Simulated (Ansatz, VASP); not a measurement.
**Two plane-wave programs on SiGe**

```
Si Ge
1.0
     3.67423    0.00000    0.00000
    -1.83711    3.18198    0.00000
     0.00000    0.00000    7.28450
Si Ge
2 2
Cartesian
  1.8371 1.0607 6.3711
  0.0000 2.1213 2.7288
  1.8371 1.0607 3.6451
  0.0000 2.1213 0.0029
```

Alike in both runs: task single point; functional LDA; k mesh 12 × 12 × 8; occupations gaussian, width 0.03 eV; no spin polarisation.

```csv
,VASP,Ansatz
version,VASP 6.6.1,Ansatz 0.2.0
potentials or method,"VASP PAW LDA potentials, release 64 (Si, Ge_d), cutoff 520 eV","scalar-relativistic, plane waves, PAW"
valence electrons in the cell,36,36
```

```csv
,VASP,Ansatz,Ansatz less VASP
gap on the k mesh at the Fermi level (eV),none,none,-
pressure (GPa),1.7,1.6,-0.06
"traceless stress, the component that is largest in VASP (GPa)",-16.97,-16.89,+0.083
rms of the force components (eV/Å),0.479,0.474,-0.0050
```

LDA's correlation is that of Perdew and Zunger in VASP and of Perdew and Wang (1992) in Ansatz. Atom by atom the forces differ by 0.005 eV/Å (rms over components). A gap of «none» marks a metal or a gap that the smearing closes.
